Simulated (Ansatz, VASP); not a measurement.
**Two plane-wave programs on ZrP3**

```
CELL_PARAMETERS angstrom
0.00000 3.97611 0.00000
3.97611 0.00000 0.00000
1.98805 1.98805 -4.37012
ATOMIC_POSITIONS crystal
Zr 0.00000 0.00000 0.00000
P 0.50000 0.50000 0.00000
P 0.75000 0.25000 0.50000
P 0.25000 0.75000 0.50000
```

Alike in both runs: functional r2SCAN; k mesh 8 × 8 × 8; occupations gaussian, width 0.1008 eV; no spin polarisation.

Ansatz relaxed the structure, and its values are those at the end. VASP's run is a single point on that final structure, the one shown.

|  | VASP | Ansatz |
| --- | --- | --- |
| version | VASP 6.6.1 | Ansatz 0.2.0 |
| potentials or method | VASP PAW PBE potentials, release 64 (Zr_sv, P), cutoff 520 eV | PAW plane waves |
| valence electrons in the cell | 27 | 27 |

|  | VASP | Ansatz | Ansatz less VASP |
| --- | --- | --- | --- |
| pressure (GPa) | -8.4 | -8.3 | +0.08 |

VASP's potentials were made for PBE, not for r2SCAN. Ansatz's warnings: stress scf threshold loose.
